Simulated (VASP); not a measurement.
# Sb (R-3m) in VASP: notebook

Runs on Sb. Level: r2SCAN+D3(BJ). Tasks: single point, relaxation of cell and atoms.

Program: VASP 6.6.1. These are calculated values, not measurements. Logs are shortened: lines on timing, memory, paths and dates and some standing lists are left out, and cuts for length are marked.

### 1 The cell of the first run

Symmetry: R-3m, No. 166, trigonal system. Conventional cell: a = 4.304 Å, b = 4.304 Å, c = 11.238 Å, α = 90.00°, β = 90.00°, γ = 120.00°. Within 3.8 Å of Sb (site symmetry 3m) lie 6 Sb at 2.90 to 3.36 Å.

### 2 Single point, r2SCAN+D3(BJ)

POSCAR

```
Sb
1.0
    2.1520968984      1.2425137236      3.7458581124
   -2.1520968984      1.2425137236      3.7458581124
    0.0000000000     -2.4850274472      3.7458581124
Sb
2
Direct
    0.2329872375      0.2329872375      0.2329872375
    0.7670127625      0.7670127625      0.7670127625
```

INCAR.step1

```
SYSTEM = Sb
  ALGO = Normal
  EDIFF = 1E-4
  ENCUT = 520
  GGA = PE
  ISMEAR = 0
  LASPH = .True.
  LCHARG = .False.
  LREAL = .False.
  LWAVE = .True.
  NBANDS = 12
  NELM = 100
  PREC = Accurate
  SIGMA = 0.1
```

INCAR.step2

```
SYSTEM = Sb
  ALGO = Normal
  EDIFF = 1E-6
  ENCUT = 520
  ISIF = 2
  ISMEAR = 0
  ISTART = 1
  IVDW = 12
  LASPH = .True.
  LCHARG = .False.
  LMIXTAU = .True.
  LREAL = .False.
  LWAVE = .False.
  METAGGA = R2SCAN
  NBANDS = 12
  NELM = 100
  PREC = Accurate
  SIGMA = 0.1
  VDW_A1 = 0.49484001
  VDW_A2 = 5.73083694
  VDW_S6 = 1.0
  VDW_S8 = 0.78981345
```

KPOINTS

```
k-points
0
Gamma
  6 6 6
  0 0 0
```

Potentials or basis: VASP PAW PBE potentials, release 64 (Sb).

On the command line:

```sh
> cat potpaw_PBE.64/Sb/POTCAR > POTCAR
> cp INCAR.step1 INCAR
> mpirun -np 1 vasp_std > vasp.out
> cp INCAR.step2 INCAR
> mpirun -np 1 vasp_std > vasp.out
```

OUTCAR:

```text
SYSTEM = Sb
   EDIFF = 1E-6
   ENCUT = 520
   ISIF = 2
   ISMEAR = 0
   ISTART = 1
   IVDW = 12
   LASPH = .True.
   LREAL = .False.
   METAGGA = R2SCAN
   NELM = 100
   PREC = Accurate
 IVDW          = 12

 ion  position               nearest neighbor table
   1  0.233  0.233  0.233-   2 2.90   2 2.90   2 2.90   2 3.36   2 3.36   2 3.36
   2  0.767  0.767  0.767-   1 2.90   1 2.90   1 2.90   1 3.36   1 3.36   1 3.36

  LATTYP: Found a trigonal (rhomboedric) cell.
 ALAT       =     4.4951990403
 COS(alpha) =     0.5415882023

  Lattice vectors:

 A1 = (   2.1520968984,   1.2425137236,   3.7458581124)
 A2 = (  -2.1520968984,   1.2425137236,   3.7458581124)
 A3 = (   0.0000000000,  -2.4850274472,   3.7458581124)

Analysis of symmetry for initial positions (statically):
=====================================================================
 Subroutine PRICEL returns:
 Original cell was already a primitive cell.

 Routine SETGRP: Setting up the symmetry group for a
 trigonal (rhombohedral) supercell.

 Subroutine GETGRP returns: Found 12 space group operations
 (whereof 12 operations were pure point group operations)
 out of a pool of 12 trial point group operations.

The static configuration has the point symmetry D_3d.

Analysis of symmetry for dynamics (positions and initial velocities):
=====================================================================
 Subroutine PRICEL returns:
 Original cell was already a primitive cell.

 Routine SETGRP: Setting up the symmetry group for a
 trigonal (rhombohedral) supercell.

 Subroutine GETGRP returns: Found 12 space group operations
 (whereof 12 operations were pure point group operations)
 out of a pool of 12 trial point group operations.

The dynamic configuration has the point symmetry D_3d.

 Subroutine INISYM returns: Found 12 space group operations
 (whereof 12 operations are pure point group operations),
 and found     1 'primitive' translations

----------------------------------------------------------------------------------------

                                     Primitive cell

  volume of cell :      60.0988

  direct lattice vectors                    reciprocal lattice vectors
     2.152096898  1.242513724  3.745858112     0.232331546  0.134136681  0.088987176
    -2.152096898  1.242513724  3.745858112    -0.232331546  0.134136681  0.088987176
     0.000000000 -2.485027447  3.745858112     0.000000000 -0.268273361  0.088987176

  length of vectors
     4.495199040  4.495199040  4.495199040     0.282646978  0.282646978  0.282646978

  position of ions in fractional coordinates (direct lattice)
     0.232987237  0.232987237  0.232987237
     0.767012763  0.767012763  0.767012763

  ion indices of the primitive-cell ions
   primitive index   ion index
                 1           1
                 2           2

----------------------------------------------------------------------------------------

 KPOINTS: k-points

Automatic generation of k-mesh.
 Grid dimensions read from file:
 generate k-points for:    6    6    6

 Generating k-lattice:

  Cartesian coordinates                     Fractional coordinates (reciprocal lattice)
     0.038721924  0.022356113  0.014831196     0.166666667  0.000000000 -0.000000000
    -0.038721924  0.022356113  0.014831196     0.000000000  0.166666667 -0.000000000
     0.000000000 -0.044712227  0.014831196    -0.000000000 -0.000000000  0.166666667

  Length of vectors
     0.047107830  0.047107830  0.047107830

  Shift w.r.t. Gamma in fractional coordinates (k-lattice)
     0.000000000  0.000000000  0.000000000

 Subroutine IBZKPT returns following result:
 ===========================================

 Found     32 irreducible k-points:

 Following reciprocal coordinates:
            Coordinates               Weight
  0.000000  0.000000  0.000000      1.000000
  0.166667  0.000000  0.000000      6.000000
  0.333333  0.000000  0.000000      6.000000
  0.500000  0.000000  0.000000      3.000000
  0.166667  0.166667  0.000000      6.000000
  0.333333  0.166667  0.000000     12.000000
[... 16 lines left out ...]
  0.500000  0.500000  0.166667      6.000000
 -0.333333  0.500000  0.166667     12.000000
 [... further k-points ...]
   k-points           NKPTS =     32   k-points in BZ     NKDIM =     32   number of bands    NBANDS=     12
   number of dos      NEDOS =    301   number of ions     NIONS =      2
   total plane-waves  NPLWV =  46656
   dimension x,y,z NGX =    36 NGY =   36 NGZ =   36
   dimension x,y,z NGXF=    72 NGYF=   72 NGZF=   72
   ions per type =               2
   NGX,Y,Z   is equivalent  to a cutoff of  13.31, 13.31, 13.31 a.u.
   NGXF,Y,Z  is equivalent  to a cutoff of  26.63, 26.63, 26.63 a.u.
 SYSTEM =  Sb
   PREC   = accura    normal or accurate (medium, high low for compatibility)
   ISTART =      1    job   : 0-new  1-cont  2-samecut
   ICHARG =      0    charge: 1-file 2-atom 10-const
   ISPIN  =      1    spin polarized calculation?
   LNONCOLLINEAR =      F non collinear calculations
   LSORBIT =      F    spin-orbit coupling
   LASPH  =      T    aspherical Exc in radial PAW
   ENCUT  =  520.0 eV  38.22 Ry    6.18 a.u.   8.36  8.36  8.36*2*pi/ulx,y,z
   NELM   =    100;   NELMIN=  2; NELMDL=  0     # of ELM steps
   EDIFF  = 0.1E-05   stopping-criterion for ELM
   LREAL  =      F    real-space projection
[... 7 lines left out ...]
   TEBEG  =    0.0;   TEEND  =   0.0 temperature during run
   PSTRESS=    0.0 pullay stress
   NELECT =      10.0000    total number of electrons
   NUPDOWN=      -1.0000    fix difference up-down
   EMIN   =  10.00;   EMAX   =-10.00  energy-range for DOS
   EFERMI =   0.00;   METHOD = LEGACY
   ISMEAR =     0;   SIGMA  =   0.10  broadening in eV -4-tet -1-fermi 0-gaus
   EFERMI_NEDOS =   21; number of points for ismear=-14 and -15
   IALGO  =     38    algorithm
   IMIX   =      4    mixing-type and parameters
     AMIX     =   0.40;   BMIX     =  1.00
     AMIX_MAG =   1.60;   BMIX_MAG =  1.00
  volume/ion in A,a.u.               =      30.05       202.78
  Fermi-wavevector in a.u.,A,eV,Ry     =   0.900436  1.701578 11.031405  0.810785
  Thomas-Fermi vector in A             =   2.023394
   LORBIT       =      0    0 simple, 1 ext, 2 COOP (PROOUT), +10 PAW based schemes
   METAGGA = R2SCAN    functional components
   LHFCALC =     F    Hartree Fock is set to
   AEXX    =    0.0000 exact exchange contribution
   IVDW    =    12    specifies the selected vdW correction
   LEPSILON=     F    determine dielectric tensor
   LRPA    =     F    only Hartree local field effects (RPA)
 non-spin polarized calculation
 Gauss-broadening in eV      SIGMA  =   0.10
  energy-cutoff  :      520.00
  volume of cell :       60.10
 maximum number of plane-waves:      1633
 NGX is ok and might be reduce to    36
   NGX = 17   NGY = 17   NGZ = 17

 number of electron      10.0000000 magnetization

 Free energy of the ion-electron system (eV)
  ---------------------------------------------------
  ext. energy  EPLUGINS =         0.00000000
  ---------------------------------------------------
  free energy    TOTEN  =       -51.39114688 eV

  energy without entropy =      -51.38929750  energy(sigma->0) =      -51.39022219

 E-fermi :   7.4257     XC(G=0): -10.0191

 val. band max:        7.3973603931   @ k =   0.5000   0.5000   0.5000
 cond. band min:       7.4659680697   @ k =   0.3333   0.1667   0.1667
 fundamental gap:      0.0686076765
 Fermi energy:         7.4256892749

 k-point     1 :       0.0000    0.0000    0.0000
  band No.  band energies     occupation
      1      -6.0834      2.00000
      2       2.5607      2.00000
      3       5.0548      2.00000
      4       5.2688      2.00000
      5       5.2688      2.00000
      6       9.4247      0.00000
      7      10.1136      0.00000
      8      10.1136      0.00000
      9      12.7244      0.00000
     10      12.7244      0.00000
     11      12.9858      0.00000
     12      14.4079      0.00000

 k-point     2 :       0.1667    0.0000    0.0000
  band No.  band energies     occupation
      1      -5.7590      2.00000
      2       1.1768      2.00000
      3       5.0874      2.00000
      4       5.2021      2.00000
      5       5.8734      2.00000
      6       9.1694      0.00000
      7       9.4326      0.00000
      8       9.4542      0.00000
      9      12.1684      0.00000
     10      12.7356      0.00000
     11      12.9813      0.00000
     12      16.1142      0.00000

 k-point     3 :       0.3333    0.0000    0.0000
  band No.  band energies     occupation
      1      -4.8053      2.00000
      2      -1.0736      2.00000
      3       5.1240      2.00000
      4       5.1676      2.00000
      5       6.4963      2.00000
      6       8.0675      0.00000
      7       8.2643      0.00000
      8       8.3175      0.00000
      9      13.3820      0.00000
     10      14.1306      0.00000
     11      14.6207      0.00000
     12      18.5549      0.00000
[... 286 lines left out ...]
 k-point    23 :       0.5000    0.5000    0.1667
  band No.  band energies     occupation
      1      -3.8876      2.00000
      2      -1.1317      2.00000
      3       1.8503      2.00000
      4       3.6861      2.00000
      5       4.2106      2.00000
      6       9.6655      0.00000
      7      11.2668      0.00000
      8      12.4633      0.00000
      9      13.3887      0.00000
     10      16.7096      0.00000
     11      16.9443      0.00000
     12      17.4482      0.00000

 k-point    24 :      -0.3333    0.5000    0.1667
  band No.  band energies     occupation
      1      -3.2534      2.00000
      2      -1.7675      2.00000
      3       1.6759      2.00000
      4       2.5857      2.00000
      5       5.3270      2.00000
      6       9.3634      0.00000
      7      10.8428      0.00000
      8      13.3549      0.00000
      9      13.6141      0.00000
     10      14.8176      0.00000
     11      17.6480      0.00000
     12      18.6012      0.00000

 [... further k-points ...]

------------------------ aborting loop because EDIFF is reached ----------------------------------------

 Edisp (eV)   -0.44353

 E8    (eV) :    -0.1627

  FORCE on cell =-STRESS in cart. coord.  units (eV):
  Direction    XX          YY          ZZ          XY          YZ          ZX
  --------------------------------------------------------------------------------------
  -------------------------------------------------------------------------------------
  Total       0.42475     0.42475     0.40116    -0.00000     0.00000     0.00000
  in kB      11.32349    11.32349    10.69460    -0.00000     0.00000     0.00000
  external pressure =       11.11 kB  Pullay stress =        0.00 kB

 VOLUME and BASIS-vectors are now :
 -----------------------------------------------------------------------------
  energy-cutoff  :      520.00
  volume of cell :       60.10
      direct lattice vectors                 reciprocal lattice vectors
     2.152096898  1.242513724  3.745858112     0.232331546  0.134136681  0.088987176
    -2.152096898  1.242513724  3.745858112    -0.232331546  0.134136681  0.088987176
     0.000000000 -2.485027447  3.745858112     0.000000000 -0.268273361  0.088987176

 POSITION                                       TOTAL-FORCE (eV/Angst)
 -----------------------------------------------------------------------------------
      0.00000      0.00000      2.61821         0.000000      0.000000      0.055724
      0.00000      0.00000      8.61936         0.000000      0.000000     -0.055724
 -----------------------------------------------------------------------------------
    total drift:                               -0.000000     -0.000000     -0.000000

  FREE ENERGIE OF THE ION-ELECTRON SYSTEM (eV)
  ---------------------------------------------------
  free  energy   TOTEN  =       -51.8346719134 eV

  energy  without entropy=      -51.8328225331  energy(sigma->0) =      -51.83374722
```

Run time: 58 s. Hardware: 1 thread of Intel Xeon 6975P-C (Granite Rapids), shared host; peak memory 0.21 GiB.

Results:

```yaml
Free_energy: -51.8347 eV
Pressure: 1.1 GPa
Largest_force: 0.056 eV/Å
Band_gap_on_the_k_mesh: zero (bands 5 and 6 overlap by 0.22 eV)
Dispersion_energy_per_atom: -0.222 eV
```

Forces on the atoms (eV/Å):
```
Sb   0.000  0.000  0.056
Sb   0.000  0.000 -0.056
```

Caveat: the PAW data sets were made with another functional, which shifts forces and pressure a little; spin-orbit coupling is left out, which moves the levels of the heavy elements.

(Part 1 of 3 ends here.)
